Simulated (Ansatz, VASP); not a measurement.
## Zr: VASP beside Ansatz

File INCAR:

```
SYSTEM = Zr
PREC = Accurate
ENCUT = 520
EDIFF = 1E-7
ISMEAR = -1
SIGMA = 0.05
LREAL = .False.
LASPH = .True.
NELM = 80
ALGO = Normal
ISIF = 2
LWAVE = .False.
LCHARG = .False.
GGA = PE
NBANDS = 19
```

File KPOINTS:

```
Automatic mesh
0
Gamma
  12 12 7
  0 0 0
```

File POSCAR:

```
Zr
1.0
    3.2392314131     -0.0647846283     -0.0647846283
   -1.6757208404      2.8376490066     -0.0237128197
   -0.1034444000     -0.1034444000      5.1722200000
Zr
2
Direct
    0.3333333333      0.6666666667      0.2500000000
    0.6666666667      0.3333333333      0.7500000000
```

Input for Ansatz:

```yaml
crystal:
  lattice:
    - [3.2392314131, -0.0647846283, -0.0647846283]
    - [-1.6757208404, 2.8376490066, -0.0237128197]
    - [-0.1034444, -0.1034444, 5.17222]
  atoms:
    - { symbol: Zr, position: [0.3333333333, 0.6666666667, 0.25] }
    - { symbol: Zr, position: [0.6666666667, 0.3333333333, 0.75] }
kpoints:
  mp_grid: { grid: [12, 12, 7] }
scf:
  occupations: { method: fermi_dirac, width: 0.05 }
hamiltonian:
  xc: pbe
  pseudopotentials: { kind: all_electron, lapw: { basis_error: 0.001 } }
output:
  forces: true
  stress: true
  eigenvalues: true
```

Change from the starting cell: equal xy, yz and zx shear strains of -4 %.

Alike in both runs: task single point; functional PBE; k mesh 12 × 12 × 7; occupations fermi-dirac, width 0.05 eV; no spin polarisation.

|  | VASP | Ansatz |
| --- | --- | --- |
| version | VASP 6.6.1 | Ansatz 0.2.0 |
| potentials or method | VASP PAW PBE potentials, release 64 (Zr_sv), cutoff 520 eV | all-electron LAPW, scalar-relativistic |

|  | VASP | Ansatz | Ansatz less VASP |
| --- | --- | --- | --- |
| pressure (GPa) | -0.3 | -0.3 | +0.01 |
| traceless stress, the component that is largest in VASP (GPa) | 1.94 | 1.94 | -0.002 |
| rms of the force components (eV/Å) | 0.051 | 0.050 | -0.0001 |

Atom by atom the forces differ by 0.000 eV/Å (rms over components). Ansatz ran all-electron here, and VASP with PAW potentials.
